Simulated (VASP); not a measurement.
**H20CO9: single point with LDA**

The system is H20CO9.

```
O H C
1.0
     6.74600    0.00000    0.00000
     0.00000    6.74600    0.00000
     0.00000    0.00000    6.74600
O H C
9 20 1
Cartesian
  0.8950 3.0248 2.3075
  2.5355 4.5960 2.8050
  5.6622 4.1115 3.9697
  5.2959 5.8286 -0.8042
  2.3494 1.3555 3.9649
  4.1121 -0.1977 2.6688
  3.4821 3.5292 4.7100
  -0.4145 6.2894 1.5293
  3.7767 1.1694 0.5657
  1.7992 3.5676 2.1891
  0.1986 3.3070 1.7317
  1.6848 5.2215 2.9465
  2.8276 4.1706 3.7509
  6.4131 3.5780 3.7831
  5.7546 4.9587 4.4670
  4.6133 5.1055 -0.5621
  5.8096 5.9469 0.0962
  3.0850 0.7482 3.6655
  1.9954 1.5173 3.0632
  3.9198 0.2770 1.7025
  3.5549 -1.0398 2.5566
  3.1270 2.6109 4.5109
  4.5302 3.5994 4.5216
  -1.3222 6.4842 1.9665
  0.3152 6.9791 1.6863
  4.0680 2.6238 1.9555
  4.2949 0.5746 -0.0631
  5.3280 2.4442 0.5998
  3.8152 3.2840 0.2387
  4.2415 2.4374 0.8500
```

```
Program                : VASP 6.6.1
Task                   : single point
Functional             : LDA
Potentials or basis    : VASP PAW LDA potentials, release 64 (O, H, C)
Cutoff                 : 520 eV
k mesh                 : 1 × 1 × 1
Occupations            : fermi-dirac, width 0.05 eV
Spin                   : no spin polarisation
Dipole correction      : no
Further INCAR settings : LREAL = Auto; ALGO = Normal; EDIFF = 1e-07; NBANDS = 60
```

The pressure is 0.0 GPa. The largest force is 3.657 eV/Å. The band gap on the k mesh is 4.24 eV.

Forces on the atoms (eV/Å):
```
O    0.972 -1.598  0.809
O   -2.104  2.937 -0.570
O   -1.885  0.851 -0.031
O   -1.338 -0.866  1.206
O    0.320 -0.539 -0.441
O   -0.194  0.952 -1.863
O    0.044  0.211  0.906
O    1.723  0.562 -0.607
O   -1.059 -1.747 -0.666
H   -1.314  0.001  0.339
H   -0.891  0.567 -1.164
H    2.198 -1.796 -0.320
H    0.744 -0.180  0.598
H    2.434 -0.878 -0.588
H    0.589  0.227  0.430
H    0.913  1.058 -0.666
H    0.260  0.119 -0.385
H    0.584 -0.499  0.289
H   -0.867  0.866  0.058
H   -0.214  0.237  1.524
H    0.032 -0.445  0.599
H   -0.294 -0.444  0.072
H   -0.840  0.000 -0.451
H    0.446 -0.047  1.112
H   -1.649 -0.842 -0.238
H    0.308  0.002 -0.865
H    0.067  0.705 -0.272
H    0.024  0.298  0.463
H   -0.320 -0.826  0.179
C    1.311  1.112  0.544
```

Stress tensor (GPa, compression positive):
```
 0.78  1.19  1.11
 1.19 -0.03 -0.69
 1.11 -0.69 -0.88
```

Levels at points of the mesh, in eV from the valence-band top:
```tsv
k point	band 37	band 38	band 39	band 40	band 41	band 42
(0.00, 0.00, 0.00)	-0.60	-0.20	0.00	4.24	6.55	6.89
```

Wall time 54 s on 1 thread of AMD EPYC 7R43 64-Core Processor (Zen 3), with other jobs on the host, peak memory 0.21 GiB.

Caveat: the k points lie up to 0.93 Å⁻¹ apart.
